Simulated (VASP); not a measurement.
# Li3B4 (I4/mmm) in VASP: notebook, part 2 of 2

VASP 6.6.1. Earlier steps stand in the parts before.

## Step 4: Relaxation of cell and atoms, PBE

This run uses another cell than the first one, of 10.21 Å³/atom, 1.164 times its volume.

Input file INCAR:

```
SYSTEM = Li3B4
PREC     = Accurate       ! precision mode
ENCUT    = 600            ! plane-wave cutoff, eV
EDIFF    = 1E-6           ! SCF threshold, eV
ISMEAR   = 0              ! smearing method
SIGMA    = 0.1            ! smearing width, eV
LREAL    = .FALSE.        ! projectors in reciprocal space
LASPH    = .TRUE.         ! aspherical terms in the spheres
NELM     = 100            ! most SCF steps
ALGO     = Normal         ! electronic algorithm
ISIF     = 3              ! what is computed and relaxed
LWAVE    = .FALSE.        ! write WAVECAR
LCHARG   = .FALSE.        ! write CHGCAR
GGA      = PE             ! functional
IBRION   = 2              ! ionic algorithm
NSW      = 100            ! ionic steps
EDIFFG   = -0.01          ! ionic threshold
```

Input file KPOINTS:

```
regular mesh
0
G
  12 12 12
  0 0 0
```

Input file POSCAR:

```
Li3B4
1.0
   -2.3714014567      2.3714014567      3.1782275266
    2.3714014567     -2.3714014567      3.1782275266
    2.3714014567      2.3714014567     -3.1782275266
Li B
3 4
Direct
    0.6658281465      0.6658281465      0.0000000000
    0.3341718535      0.3341718535      0.0000000000
    0.0000000000      0.0000000000      0.0000000000
    0.7500000000      0.2500000000      0.5000000000
    0.2500000000      0.7500000000      0.5000000000
    0.5000000000      0.0000000000      0.5000000000
    0.0000000000      0.5000000000      0.5000000000
```

Potentials or basis: VASP PAW PBE potentials, release 64 (Li_sv, B).

Launch:

```
$ cat potpaw_PBE.64/Li_sv/POTCAR potpaw_PBE.64/B/POTCAR > POTCAR
$ mpirun -np 1 vasp_std > vasp.out
```

OUTCAR:

```text
SYSTEM = Li3B4
   PREC = Accurate
   ENCUT = 600
   EDIFF = 1E-6
   ISMEAR = 0
   LREAL = .FALSE.
   LASPH = .TRUE.
   NELM = 100
   ISIF = 3
   GGA = PE
   IBRION = 2
   NSW = 100
   EDIFFG = -0.01

 ion  position               nearest neighbor table
   1  0.666  0.666  0.000-   2 2.11   3 2.12
   2  0.334  0.334  0.000-   1 2.11   3 2.12
   3  0.000  0.000  0.000-   1 2.12   2 2.12   6 2.37   7 2.37   7 2.37   6 2.37
   4  0.750  0.250  0.500-   6 1.59   7 1.59
   5  0.250  0.750  0.500-   6 1.59   7 1.59
   6  0.500  0.000  0.500-   4 1.59   5 1.59   3 2.37   3 2.37
   7  0.000  0.500  0.500-   4 1.59   5 1.59   3 2.37   3 2.37

  LATTYP: Found a body centered tetragonal cell.
 ALAT       =     4.7428029134
 C/A-ratio  =     1.3402317510

  Lattice vectors:

 A1 = (  -2.3714014567,   2.3714014567,   3.1782275266)
 A2 = (   2.3714014567,  -2.3714014567,   3.1782275266)
 A3 = (   2.3714014567,   2.3714014567,  -3.1782275266)

Analysis of symmetry for initial positions (statically):
=====================================================================
 Subroutine PRICEL returns:
 Original cell was already a primitive cell.

 Routine SETGRP: Setting up the symmetry group for a
 body centered tetragonal supercell.

 Subroutine GETGRP returns: Found 16 space group operations
 (whereof 16 operations were pure point group operations)
 out of a pool of 16 trial point group operations.

The static configuration has the point symmetry D_4h.

Analysis of symmetry for dynamics (positions and initial velocities):
=====================================================================
 Subroutine PRICEL returns:
 Original cell was already a primitive cell.

 Routine SETGRP: Setting up the symmetry group for a
 body centered tetragonal supercell.

 Subroutine GETGRP returns: Found 16 space group operations
 (whereof 16 operations were pure point group operations)
 out of a pool of 16 trial point group operations.

The dynamic configuration has the point symmetry D_4h.

 Subroutine INISYM returns: Found 16 space group operations
 (whereof 16 operations are pure point group operations),
 and found     1 'primitive' translations

----------------------------------------------------------------------------------------

                                     Primitive cell

  volume of cell :      71.4916

  direct lattice vectors                    reciprocal lattice vectors
    -2.371401457  2.371401457  3.178227527     0.000000000  0.210845784  0.157320392
     2.371401457 -2.371401457  3.178227527     0.210845784  0.000000000  0.157320392
     2.371401457  2.371401457 -3.178227527     0.210845784  0.210845784  0.000000000

  length of vectors
     4.620413396  4.620413396  4.620413396     0.263069668  0.263069668  0.298180968

  position of ions in fractional coordinates (direct lattice)
     0.665828146  0.665828146  0.000000000
     0.334171854  0.334171854  0.000000000
     0.000000000  0.000000000  0.000000000
     0.750000000  0.250000000  0.500000000
     0.250000000  0.750000000  0.500000000
     0.500000000  0.000000000  0.500000000
     0.000000000  0.500000000  0.500000000

  ion indices of the primitive-cell ions
   primitive index   ion index
                 1           1
                 2           2
                 3           3
[... 64 lines left out ...]
   NGX,Y,Z   is equivalent  to a cutoff of  14.39, 14.39, 14.39 a.u.
   NGXF,Y,Z  is equivalent  to a cutoff of  28.78, 28.78, 28.78 a.u.
 SYSTEM =  Li3B4
   PREC   = accura    normal or accurate (medium, high low for compatibility)
   ISTART =      0    job   : 0-new  1-cont  2-samecut
   ICHARG =      2    charge: 1-file 2-atom 10-const
   ISPIN  =      1    spin polarized calculation?
   LNONCOLLINEAR =      F non collinear calculations
   LSORBIT =      F    spin-orbit coupling
   LASPH  =      T    aspherical Exc in radial PAW
   ENCUT  =  600.0 eV  44.10 Ry    6.64 a.u.   9.23  9.23  9.23*2*pi/ulx,y,z
   NELM   =    100;   NELMIN=  2; NELMDL= -5     # of ELM steps
   EDIFF  = 0.1E-05   stopping-criterion for ELM
   LREAL  =      F    real-space projection
   EDIFFG = -.1E-01   stopping-criterion for IOM
   NSW    =    100    number of steps for IOM
   IBRION =      2    ionic relax: 0-MD 1-quasi-New 2-CG
   NFREE  =      1    steps in history (QN), initial steepest desc. (CG)
   ISIF   =      3    stress and relaxation
   ISYM   =      2    0-nonsym 1-usesym 2-fastsym
   POTIM  = 0.5000    time-step for ionic-motion
   TEBEG  =    0.0;   TEEND  =   0.0 temperature during run
   PSTRESS=    0.0 pullay stress
   NELECT =      21.0000    total number of electrons
   NUPDOWN=      -1.0000    fix difference up-down
   EMIN   =  10.00;   EMAX   =-10.00  energy-range for DOS
   EFERMI =   0.00;   METHOD = LEGACY
   ISMEAR =     0;   SIGMA  =   0.10  broadening in eV -4-tet -1-fermi 0-gaus
   EFERMI_NEDOS =   21; number of points for ismear=-14 and -15
   IALGO  =     38    algorithm
   IMIX   =      4    mixing-type and parameters
     AMIX     =   0.40;   BMIX     =  1.00
     AMIX_MAG =   1.60;   BMIX_MAG =  1.00
  volume/ion in A,a.u.               =      10.21        68.92
  Fermi-wavevector in a.u.,A,eV,Ry     =   1.088252  2.056498 16.113282  1.184293
  Thomas-Fermi vector in A             =   2.224430
   LORBIT       =      0    0 simple, 1 ext, 2 COOP (PROOUT), +10 PAW based schemes
   GGA     = PE    functional components
   LHFCALC =     F    Hartree Fock is set to
   AEXX    =    0.0000 exact exchange contribution
   IVDW    =     0    specifies the selected vdW correction
   LEPSILON=     F    determine dielectric tensor
   LRPA    =     F    only Hartree local field effects (RPA)
 conjugate gradient relaxation of ions
 non-spin polarized calculation
 Gauss-broadening in eV      SIGMA  =   0.10
  energy-cutoff  :      600.00
  volume of cell :       71.49
 maximum number of plane-waves:      2406
 NGX is ok and might be reduce to    40
   NGX = 19   NGY = 19   NGZ = 19

--------------------------------------- Ionic step        1  -------------------------------------------

 number of electron      20.9999996 magnetization

 Free energy of the ion-electron system (eV)
  ---------------------------------------------------
  ext. energy  EPLUGINS =         0.00000000
  ---------------------------------------------------
  free energy    TOTEN  =       -30.92314574 eV

  energy without entropy =      -30.91412594  energy(sigma->0) =      -30.91863584

------------------------ aborting loop because EDIFF is reached ----------------------------------------

  FORCE on cell =-STRESS in cart. coord.  units (eV):
  Direction    XX          YY          ZZ          XY          YZ          ZX
  --------------------------------------------------------------------------------------
  -------------------------------------------------------------------------------------
  Total        0.1531552      0.1531552     -0.5467017      0.0000000     -0.0000000      0.0000000
  in kB        3.4323163      3.4323163    -12.2519673      0.0000000     -0.0000000      0.0000000
  external PRESSURE =      -1.7957782 kB  Pullay stress =       0.0000000 kB
[... 110 lines left out ...]
--------------------------------------- Ionic step        4  -------------------------------------------

 number of electron      20.9999996 magnetization

 Free energy of the ion-electron system (eV)
  ---------------------------------------------------
  ext. energy  EPLUGINS =         0.00000000
  ---------------------------------------------------
  free energy    TOTEN  =       -30.92395096 eV

  energy without entropy =      -30.91533121  energy(sigma->0) =      -30.91964109

 E-fermi :   3.1190     XC(G=0):  -9.6080

 val. band max:        3.1184694801   @ k =   0.5000   0.5000   0.2500
 cond. band min:       3.1199935074   @ k =   0.4167   0.1667   0.0833
 fundamental gap:      0.0015240273
 Fermi energy:         3.1189839458

 k-point     1 :       0.0000    0.0000    0.0000
  band No.  band energies     occupation
      1     -43.3578      2.00000
      2     -43.2040      2.00000
      3     -43.1933      2.00000
      4      -7.2892      2.00000
      5      -3.0435      2.00000
      6      -3.0425      2.00000
      7      -0.3355      2.00000
      8       1.9435      2.00000
      9       1.9435      2.00000
     10       2.2552      2.00000
     11       2.2552      2.00000
     12       2.2645      2.00000
     13       2.2645      2.00000
     14       6.2692      0.00000
[... 377 lines left out ...]
      1     -43.3422      2.00000
      2     -43.2518      2.00000
      3     -43.1611      2.00000
      4      -6.5259      2.00000
      5      -4.8632      2.00000
      6      -2.6757      2.00000
      7      -0.5900      2.00000
      8      -0.1845      2.00000
      9       0.8392      2.00000
     10       1.9895      2.00000
     11       2.8603      1.99975
     12       3.8713      0.00000
     13       6.0339      0.00000
     14       7.9027      0.00000

 [... further k-points ...]
[... 5 lines left out ...]
  --------------------------------------------------------------------------------------
  -------------------------------------------------------------------------------------
  Total        0.0600248      0.0600248      0.0422892      0.0000000      0.0000000      0.0000000
  in kB        1.3444332      1.3444332      0.9471912      0.0000000      0.0000000      0.0000000
  external PRESSURE =       1.2120192 kB  Pullay stress =       0.0000000 kB
[... 22 lines left out ...]
  FREE ENERGIE OF THE ION-ELECTRON SYSTEM (eV)
  ---------------------------------------------------
  free  energy   TOTEN  =       -30.9239509596 eV

  energy  without entropy=      -30.9153312120  energy(sigma->0) =      -30.91964109

 reached required accuracy - stopping structural energy minimisation
```

Wall time 18 min (1 thread of Oxide Virtual Turin-like, shared host); peak memory 0.32 GiB.

Results:

```yaml
Free_energy: -30.9240 eV
Relaxed_volume: 10.22 Å³/atom
Relaxed_cell: a = 4.619 Å, b = 4.619 Å, c = 4.619 Å, α = 118.13°, β = 118.13°, γ = 93.27°
Space_group_after_relaxing_to_0.05_Å: I4/mmm (No. 139)
Energy_gained_by_relaxing: 0.1 meV/atom
Ionic_steps: 4
Pressure_after_relaxing: 0.1 GPa
```

Forces in eV/Å, atoms in the order of the input:
```
Li   0.000  0.000  0.003
Li   0.000  0.000 -0.003
Li   0.000  0.000  0.000
B    0.000  0.000  0.000
B    0.000  0.000  0.000
B    0.000  0.000  0.000
B    0.000  0.000  0.000
```

Step by step:
| step | energy change (eV) | largest force (eV/Å) | pressure (GPa) | volume (Å³) |
| --- | --- | --- | --- | --- |
| 1 | 0.0000 | 0.0033 | -0.18 | 71.49 |
| 2 | -0.0003 | 0.0044 | 0.47 | 71.37 |
| 3 | -0.0007 | 0.0039 | 0.19 | 71.42 |
| 4 | -0.0008 | 0.0026 | 0.12 | 71.53 |

Final structure:
```
Li B
1.0
    -2.37450    2.37450    3.17173
     2.37450   -2.37450    3.17173
     2.37450    2.37450   -3.17173
Li B
3 4
Cartesian
  0.0000 0.0000 4.2239
  0.0000 0.0000 2.1195
  2.3745 2.3745 -3.1717
  0.0000 2.3745 1.5859
  2.3745 0.0000 1.5859
  0.0000 2.3745 0.0000
  2.3745 0.0000 0.0000
```

Levels at points of the mesh, in eV from the Fermi level:
```tsv
k point	band 7	band 8	band 9	band 10	band 11	band 12	band 13	band 14
(0.00, 0.00, 0.00)	-3.45	-1.18	-1.18	-0.86	-0.86	-0.85	-0.85	3.15
(0.50, 0.00, 0.00)	-4.62	-2.30	-2.29	-1.79	-1.79	2.43	4.41	4.77
(0.50, 0.50, 0.00)	-4.67	-3.16	-1.56	-1.55	-0.18	3.27	3.28	5.79
(0.50, 0.50, 0.50)	-4.46	-4.46	-2.91	2.32	2.32	2.33	2.33	3.77
```

Caveat: the cutoff is under 1.25 times the usual one of these potentials, so pressure, stress and relaxed cells hold a basis-set (Pulay) error.

## Step 5: Summary

```csv
task,cell,k mesh,cutoff (eV),gap on the mesh (eV),pressure (GPa),relaxed volume (Å³/atom)
relaxation of cell and atoms,"relaxed from a = 4.485 Å, angles 122.3, 122.3, 86.1°, 7 atoms",6 × 6 × 6,600,none,-0.1,10.22
single point,"a = 4.625 Å, angles 118.1, 118.1, 93.3°, 7 atoms",12 × 12 × 12,520,none,-,-
relaxation of cell and atoms,"relaxed from a = 4.620 Å, angles 118.2, 118.2, 93.1°, 7 atoms",12 × 12 × 12,600,none,0.1,10.22
```

Alike in all rows: level PBE; potentials or basis VASP PAW PBE potentials, release 64 (Li_sv, B); no spin polarisation; smearing gaussian 0.1 eV.

Caveats: the cutoff is under 1.25 times the usual one of these potentials, so pressure, stress and relaxed cells hold a basis-set (Pulay) error; the volume moved by over 15 % at a fixed basis, so the end points are rough (some runs).

Total energies depend on the potentials used, so only differences within one code and one set of settings carry meaning.
